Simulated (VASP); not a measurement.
# HgTe (I-4m2) in VASP: further runs

Runs on HgTe. Level: PBE. Tasks: single point.

All numbers are computed with VASP 6.6.1; they aren't measurements. Logs are shortened: lines on timing, memory, paths and dates and some standing lists are left out, and cuts for length are marked.

## (1) The cell of the first run

It takes space group I-4m2 (No. 119, tetragonal). The conventional cell has a = 4.559 Å, b = 4.559 Å, c = 6.318 Å, α = 90.00°, β = 90.00°, γ = 90.00°. Hg (site symmetry -4m2) has 4 Te at 2.77 Å within 3.7 Å. Within 3.7 Å of Te (site symmetry -4m2) lie 4 Hg at 2.77 Å.

## (2) Single point, PBE (zz strain of -2 %)

File INCAR:

```
SYSTEM = HgTe
  ALGO = Normal
  EDIFF = 1E-6
  ENCUT = 500
  GGA = PE
  GGA_COMPAT = .False.
  ISIF = 2
  ISMEAR = -1
  LASPH = .True.
  LCHARG = .False.
  LREAL = .False.
  LWAVE = .False.
  NBANDS = 16
  NELM = 120
  PREC = Accurate
  SIGMA = 0.03
```

File KPOINTS:

```
k-points
0
Gamma
  11 11 11
  0 0 0
```

File POSCAR:

```
HgTe
1.0
    0.0000000000      3.2235000000      3.1590300000
    3.2235000000      0.0000000000      3.1590300000
    3.2235000000      3.2235000000      0.0000000000
Hg Te
1 1
Direct
    0.0000000000      0.0000000000      0.0000000000
    0.7500000000      0.7500000000      0.7500000000
```

Potentials or basis: VASP PAW PBE potentials, release 64 (Hg, Te).

The run is started by

```console
cat potpaw_PBE.64/Hg/POTCAR potpaw_PBE.64/Te/POTCAR > POTCAR
mpirun -np 1 vasp_std > vasp.out
```

OUTCAR:

```text
SYSTEM = HgTe
   EDIFF = 1E-6
   ENCUT = 500
   GGA = PE
   ISIF = 2
   ISMEAR = -1
   LASPH = .True.
   LREAL = .False.
   NELM = 120
   PREC = Accurate

 ion  position               nearest neighbor table
   1  0.000  0.000  0.000-   2 2.77   2 2.77   2 2.77   2 2.77
   2  0.750  0.750  0.750-   1 2.77   1 2.77   1 2.77   1 2.77

  LATTYP: Found a body centered tetragonal cell.
 ALAT       =     4.5587174183
 C/A-ratio  =     1.3859292911

  Lattice vectors:

 A1 = (   0.0000000000,  -3.2235000000,  -3.1590300000)
 A2 = (   0.0000000000,   3.2235000000,  -3.1590300000)
 A3 = (   3.2235000000,   0.0000000000,   3.1590300000)

Analysis of symmetry for initial positions (statically):
=====================================================================
 Subroutine PRICEL returns:
 Original cell was already a primitive cell.

 Routine SETGRP: Setting up the symmetry group for a
 body centered tetragonal supercell.

 Subroutine GETGRP returns: Found  8 space group operations
 (whereof  8 operations were pure point group operations)
 out of a pool of 16 trial point group operations.

The static configuration has the point symmetry D_2d.

Analysis of symmetry for dynamics (positions and initial velocities):
=====================================================================
 Subroutine PRICEL returns:
 Original cell was already a primitive cell.

 Routine SETGRP: Setting up the symmetry group for a
 body centered tetragonal supercell.

 Subroutine GETGRP returns: Found  8 space group operations
 (whereof  8 operations were pure point group operations)
 out of a pool of 16 trial point group operations.

The dynamic configuration has the point symmetry D_2d.

 Subroutine INISYM returns: Found  8 space group operations
 (whereof  8 operations are pure point group operations),
 and found     1 'primitive' translations

----------------------------------------------------------------------------------------

                                     Primitive cell

  volume of cell :      65.6507

  direct lattice vectors                    reciprocal lattice vectors
     0.000000000  3.223500000  3.159030000    -0.155110904  0.155110904  0.158276433
     3.223500000  0.000000000  3.159030000     0.155110904 -0.155110904  0.158276433
     3.223500000  3.223500000  0.000000000     0.155110904  0.155110904 -0.158276433

  length of vectors
     4.513360477  4.513360477  4.558717418     0.270499934  0.270499934  0.270499934

  position of ions in fractional coordinates (direct lattice)
     0.000000000  0.000000000  0.000000000
     0.750000000  0.750000000  0.750000000

  ion indices of the primitive-cell ions
   primitive index   ion index
[... 77 lines left out ...]
   NSW    =      0    number of steps for IOM
   IBRION =     -1    ionic relax: 0-MD 1-quasi-New 2-CG
   NFREE  =      0    steps in history (QN), initial steepest desc. (CG)
   ISIF   =      2    stress and relaxation
   ISYM   =      2    0-nonsym 1-usesym 2-fastsym
   POTIM  = 0.5000    time-step for ionic-motion
   TEBEG  =    0.0;   TEEND  =   0.0 temperature during run
   PSTRESS=    0.0 pullay stress
   NELECT =      18.0000    total number of electrons
   NUPDOWN=      -1.0000    fix difference up-down
   EMIN   =  10.00;   EMAX   =-10.00  energy-range for DOS
   EFERMI =   0.00;   METHOD = LEGACY
   ISMEAR =    -1;   SIGMA  =   0.03  broadening in eV -4-tet -1-fermi 0-gaus
   EFERMI_NEDOS =   21; number of points for ismear=-14 and -15
   IALGO  =     38    algorithm
   IMIX   =      4    mixing-type and parameters
     AMIX     =   0.40;   BMIX     =  1.00
     AMIX_MAG =   1.60;   BMIX_MAG =  1.00
  volume/ion in A,a.u.               =      32.83       221.52
  Fermi-wavevector in a.u.,A,eV,Ry     =   1.063537  2.009794 15.389701  1.131111
  Thomas-Fermi vector in A             =   2.199025
   LORBIT       =      0    0 simple, 1 ext, 2 COOP (PROOUT), +10 PAW based schemes
   GGA     = PE    functional components
   LHFCALC =     F    Hartree Fock is set to
   AEXX    =    0.0000 exact exchange contribution
   IVDW    =     0    specifies the selected vdW correction
   LEPSILON=     F    determine dielectric tensor
   LRPA    =     F    only Hartree local field effects (RPA)
 non-spin polarized calculation
  energy-cutoff  :      500.00
  volume of cell :       65.65
 maximum number of plane-waves:      1691
 NGX is ok and might be reduce to    36
   NGX = 17   NGY = 17   NGZ = 17

 number of electron      17.9999998 magnetization

 Free energy of the ion-electron system (eV)
  ---------------------------------------------------
  ext. energy  EPLUGINS =         0.00000000
  ---------------------------------------------------
  free energy    TOTEN  =        -3.53206008 eV

  energy without entropy =       -3.53194225  energy(sigma->0) =       -3.53200117

 E-fermi :   3.4398     XC(G=0):  -8.8734

 val. band max:        3.3772345409   @ k =   0.0000   0.0000   0.0000
 cond. band min:       3.4463468899   @ k =   0.0000   0.0000   0.0000
 fundamental gap:      0.0691123490
 Fermi energy:         3.4398308214

 k-point     1 :       0.0000    0.0000    0.0000
  band No.  band energies     occupation
      1      -8.7933      2.00000
      2      -4.1229      2.00000
      3      -4.1229      2.00000
      4      -4.1182      2.00000
      5      -3.5647      2.00000
      6      -3.5494      2.00000
[... 433 lines left out ...]
      3      -3.9965      2.00000
      4      -3.9067      2.00000
      5      -3.5856      2.00000
      6      -3.5313      2.00000
[... 8 lines left out ...]
     15      12.5714      0.00000
     16      12.9492      0.00000

 [... further k-points ...]

------------------------ aborting loop because EDIFF is reached ----------------------------------------

  FORCE on cell =-STRESS in cart. coord.  units (eV):
  Direction    XX          YY          ZZ          XY          YZ          ZX
  --------------------------------------------------------------------------------------
  -------------------------------------------------------------------------------------
  Total        2.1378996      2.1378996      2.2228460      0.0000000      0.0000000      0.0000000
  in kB       52.1745589     52.1745589     54.2476418      0.0000000      0.0000000      0.0000000
  external PRESSURE =      52.8655866 kB  Pullay stress =       0.0000000 kB

 VOLUME and BASIS-vectors are now :
 -----------------------------------------------------------------------------
  energy-cutoff  :      500.00
  volume of cell :       65.65
      direct lattice vectors                 reciprocal lattice vectors
     0.000000000  3.223500000  3.159030000    -0.155110904  0.155110904  0.158276433
     3.223500000  0.000000000  3.159030000     0.155110904 -0.155110904  0.158276433
     3.223500000  3.223500000  0.000000000     0.155110904  0.155110904 -0.158276433

 POSITION                                       TOTAL-FORCE (eV/Angst)
 -----------------------------------------------------------------------------------
      0.00000      0.00000      0.00000         0.000000      0.000000      0.000000
      4.83525      4.83525      4.73855         0.000000      0.000000     -0.000000
 -----------------------------------------------------------------------------------
    total drift:                                0.000000      0.000000     -0.000000

  FREE ENERGIE OF THE ION-ELECTRON SYSTEM (eV)
  ---------------------------------------------------
  free  energy   TOTEN  =        -3.5320600826 eV

  energy  without entropy=       -3.5319422479  energy(sigma->0) =       -3.53200117
```

Wall time 70 s (1 thread of Intel Xeon 6975P-C (Granite Rapids), shared host); peak memory 0.29 GiB.

Results:

* Free energy: -3.5321 eV
* Pressure: 5.3 GPa
* Band gap on the k mesh: 0.07 eV

Caveat: the cell differs from its parent crystal (zz strain of -2 %); the cell stands under pressure; spin-orbit coupling is left out, which moves the levels of the heavy elements; an odd mesh through Γ misses points on the zone boundary, where band edges can lie.

## (3) Single point, PBE (zz strain of +1 %)

File INCAR:

```
  PREC = Accurate
  ENCUT = 500
  EDIFF = 1E-6
  ISMEAR = -1
  SIGMA = 0.03
  LREAL = F
  LASPH = T
  NELM = 120
  ALGO = Normal
  ISIF = 2
  LWAVE = F
  LCHARG = T
  GGA = PE
  LELF = T
  LVHAR = T
  NBANDS = 16
  GGA_COMPAT = F
```

File KPOINTS:

```
regular mesh
0
Gamma
  11 11 11
```

File POSCAR:

```
HgTe
1.0
    0.0000000000      3.2235000000      3.2557350000
    3.2235000000      0.0000000000      3.2557350000
    3.2235000000      3.2235000000      0.0000000000
Hg Te
1 1
Direct
    0.0000000000      0.0000000000      0.0000000000
    0.7500000000      0.7500000000      0.7500000000
```

Potentials or basis: VASP PAW PBE potentials, release 64 (Hg, Te).

The run is started by

```console
cat potpaw_PBE.64/Hg/POTCAR potpaw_PBE.64/Te/POTCAR > POTCAR
mpirun -np 1 vasp_std > vasp.out
```

Run time: 58 s. Hardware: 1 thread of Intel Xeon 6975P-C (Granite Rapids), shared host; peak memory 0.29 GiB.

It converged, with:

```
Free energy            : -3.5885 eV
Pressure               : 3.6 GPa
Band gap on the k mesh : zero (filled and empty bands touch)
```

Stress tensor (GPa, compression positive):
```
3.65 0.00 0.00
0.00 3.65 0.00
0.00 0.00 3.53
```

Levels at points of the mesh, in eV from the Fermi level:
| k point | band 6 | band 7 | band 8 | band 9 | band 10 | band 11 | band 12 | band 13 |
| --- | --- | --- | --- | --- | --- | --- | --- | --- |
| (0.00, 0.00, 0.00) | -6.85 | -0.77 | -0.06 | -0.02 | -0.02 | 4.20 | 4.20 | 4.20 |

Caveat: the cell differs from its parent crystal (zz strain of +1 %); the cell stands under pressure; semilocal functionals underestimate gaps, so a narrow gap can read as zero; spin-orbit coupling is left out, which moves the levels of the heavy elements.

## (4) Single point, PBE (zz strain of +3 %)

File INCAR:

```
ALGO = Normal ; EDIFF = 1E-6
ENCUT = 500 ; GGA = PE
GGA_COMPAT = False ; ISIF = 2
ISMEAR = -1 ; LASPH = True
LCHARG = True ; LELF = True
LREAL = False ; LVHAR = True
LWAVE = False ; NBANDS = 16
NELM = 120 ; PREC = Accurate
SIGMA = 0.03
```

File KPOINTS:

```
k-points
0
Gamma
  11 11 11
```

File POSCAR:

```
HgTe
1.0
    0.0000000000      3.2235000000      3.3202050000
    3.2235000000      0.0000000000      3.3202050000
    3.2235000000      3.2235000000      0.0000000000
Hg Te
1 1
Direct
    0.0000000000      0.0000000000      0.0000000000
    0.7500000000      0.7500000000      0.7500000000
```

Potentials or basis: VASP PAW PBE potentials, release 64 (Hg, Te).

The run is started by

```console
cat potpaw_PBE.64/Hg/POTCAR potpaw_PBE.64/Te/POTCAR > POTCAR
mpirun -np 1 vasp_std > vasp.out
```

OUTCAR:

```text
EDIFF = 1E-6
   ENCUT = 500
   GGA = PE
   ISIF = 2
   ISMEAR = -1
   LASPH = True
   LREAL = False
   NELM = 120
   PREC = Accurate

 ion  position               nearest neighbor table
   1  0.000  0.000  0.000-   2 2.82   2 2.82   2 2.82   2 2.82
   2  0.750  0.750  0.750-   1 2.82   1 2.82   1 2.82   1 2.82

  LATTYP: Found a body centered tetragonal cell.
 ALAT       =     4.5587174183
 C/A-ratio  =     1.4566399692

  Lattice vectors:

[... 640 lines left out ...]

 [... further k-points ...]

------------------------ aborting loop because EDIFF is reached ----------------------------------------

  FORCE on cell =-STRESS in cart. coord.  units (eV):
  Direction    XX          YY          ZZ          XY          YZ          ZX
  --------------------------------------------------------------------------------------
  -------------------------------------------------------------------------------------
  Total        1.1887494      1.1887494      1.0113288      0.0000000      0.0000000     -0.0000000
  in kB       27.6026422     27.6026422     23.4829539      0.0000000      0.0000000     -0.0000000
  external PRESSURE =      26.2294128 kB  Pullay stress =       0.0000000 kB

 VOLUME and BASIS-vectors are now :
 -----------------------------------------------------------------------------
  energy-cutoff  :      500.00
  volume of cell :       69.00
      direct lattice vectors                 reciprocal lattice vectors
     0.000000000  3.223500000  3.320205000    -0.155110904  0.155110904  0.150593111
     3.223500000  0.000000000  3.320205000     0.155110904 -0.155110904  0.150593111
     3.223500000  3.223500000  0.000000000     0.155110904  0.155110904 -0.150593111

 POSITION                                       TOTAL-FORCE (eV/Angst)
 -----------------------------------------------------------------------------------
      0.00000      0.00000      0.00000         0.000000      0.000000     -0.000000
      4.83525      4.83525      4.98031        -0.000000     -0.000000      0.000000
 -----------------------------------------------------------------------------------
    total drift:                                0.000000      0.000000     -0.000000

  FREE ENERGIE OF THE ION-ELECTRON SYSTEM (eV)
  ---------------------------------------------------
  free  energy   TOTEN  =        -3.6133710933 eV

  energy  without entropy=       -3.6132434506  energy(sigma->0) =       -3.61330727
```

Wall time 63 s (1 thread of Intel Xeon 6975P-C (Granite Rapids), shared host); peak memory 0.3 GiB.

What came out:

```yaml
Free_energy: -3.6134 eV
Pressure: 2.6 GPa
Band_gap_on_the_k_mesh: zero (filled and empty bands touch)
```

Stress tensor (GPa, compression positive):
```
2.76 0.00 0.00
0.00 2.76 0.00
0.00 0.00 2.35
```

Levels at points of the mesh, in eV from the Fermi level:
```tsv
k point	band 7	band 8	band 9	band 10	band 11	band 12
(0.00, 0.00, 0.00)	-0.83	-0.12	-0.02	-0.02	4.22	4.22
```

Caveat: the cell differs from its parent crystal (zz strain of +3 %); semilocal functionals underestimate gaps, so a narrow gap can read as zero; spin-orbit coupling is left out, which moves the levels of the heavy elements.

## (5) Summary

```tsv
cell	gap on the mesh (eV)	pressure (GPa)
a = 4.513, b = 4.513, c = 4.559 Å, angles 59.7, 59.7, 60.7°, 2 atoms	0.07	5.3
a = 4.582, b = 4.582, c = 4.559 Å, angles 60.2, 60.2, 59.7°, 2 atoms	none	3.6
a = 4.628, b = 4.628, c = 4.559 Å, angles 60.5, 60.5, 59.0°, 2 atoms	none	2.6
```

Alike in all rows: task single point; level PBE; potentials or basis VASP PAW PBE potentials, release 64 (Hg, Te); no spin polarisation; k mesh 11 × 11 × 11; cutoff (eV) 500; smearing fermi-dirac 0.03 eV.

Caveats: spin-orbit coupling is left out, which moves the levels of the heavy elements; the cell stands under pressure (at least some runs); semilocal functionals underestimate gaps, so a narrow gap can read as zero (at least some runs); an odd mesh through Γ misses points on the zone boundary, where band edges can lie (at least some runs).

Absolute energies hang on the potentials; compare differences alone.
